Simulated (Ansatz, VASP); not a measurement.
Two plane-wave programs on Ge2SbO3

INCAR

```
SYSTEM = Ge2SbO3
ALGO = Normal
EDIFF = 1E-6
ENCUT = 520
GGA = PE
ISIF = 2
ISMEAR = 0
LASPH = .TRUE.
LCHARG = .FALSE.
LREAL = .FALSE.
LWAVE = .FALSE.
NBANDS = 34
NELM = 80
PREC = Accurate
SIGMA = 0.1
```

KPOINTS

```
k-points
0
G
  6 6 6
  0 0 0
```

The input POSCAR:

```
Ge2SbO3
1.0
    2.6047373900      1.5038458300      4.0797001500
   -2.6047373900      1.5038458300      4.0797001500
    0.0000000000     -3.0076916700      4.0797001500
Ge Sb O
2 1 3
Direct
    0.6265445900      0.6265445900      0.6265445900
    0.3734554100      0.3734554100      0.3734554100
    0.0000000000      0.0000000000      0.0000000000
    0.0000000000      0.5000000000      0.0000000000
    0.5000000000      0.0000000000      0.0000000000
    0.0000000000      0.0000000000      0.5000000000
```

Input for Ansatz:

```yaml
crystal:
  lattice:
    - [2.60473739, 1.50384583, 4.07970015]
    - [-2.60473739, 1.50384583, 4.07970015]
    - [0.0, -3.00769167, 4.07970015]
  atoms:
    - { symbol: Ge, position: [0.62654459, 0.62654459, 0.62654459] }
    - { symbol: Ge, position: [0.37345541, 0.37345541, 0.37345541] }
    - { symbol: Sb, position: [0.0, 0.0, 0.0] }
    - { symbol: O, position: [0.0, 0.5, 0.0] }
    - { symbol: O, position: [0.5, 0.0, 0.0] }
    - { symbol: O, position: [0.0, 0.0, 0.5] }
basis:
  ecutwfc: 420
kpoints:
  mp_grid: { grid: [6, 6, 6] }
hamiltonian:
  xc: pbe
scf:
  occupations: { method: gaussian, width: 0.1 }
  lower_state_search: "off"
output:
  forces: true
  stress: true
  eigenvalues: true
```

Change from the starting cell: species swapped into the Hf2Al3Ni type (R-3m, No. 166).

Alike in both runs: task single point; functional PBE; k mesh 6 × 6 × 6; occupations gaussian, width 0.1 eV; no spin polarisation.

```csv
,VASP,Ansatz
version,VASP 6.6.1,Ansatz 0.2.0
potentials or method,"VASP PAW PBE potentials, release 64 (Ge_d, Sb, O), cutoff 520 eV","scalar-relativistic, plane waves, PAW"
valence electrons in the cell,51,61
```

Ansatz gave:

| Quantity | Value |
| --- | --- |
| gap on the k mesh at the Fermi level (eV) | none |
| pressure (GPa) | -9.9 |
| traceless stress, the component that is largest in VASP (GPa) | -15.20 |
| rms of the force components (eV/Å) | 0.121 |

Which values does VASP return?

gap on the k mesh at the Fermi level (eV): none; pressure (GPa): -10.2; traceless stress, the component that is largest in VASP (GPa): -15.25; rms of the force components (eV/Å): 0.121.

Atom by atom the forces differ by 0.000 eV/Å (rms over components). A gap of «none» marks a metal or a gap that the smearing closes. With one functional, cell and mesh, what is left measures potentials, basis and numerics. VASP's potentials hold 51 valence electrons a cell and Ansatz's 61, so a difference there can come from the potentials and not from the codes.

Spin-orbit coupling is off throughout.
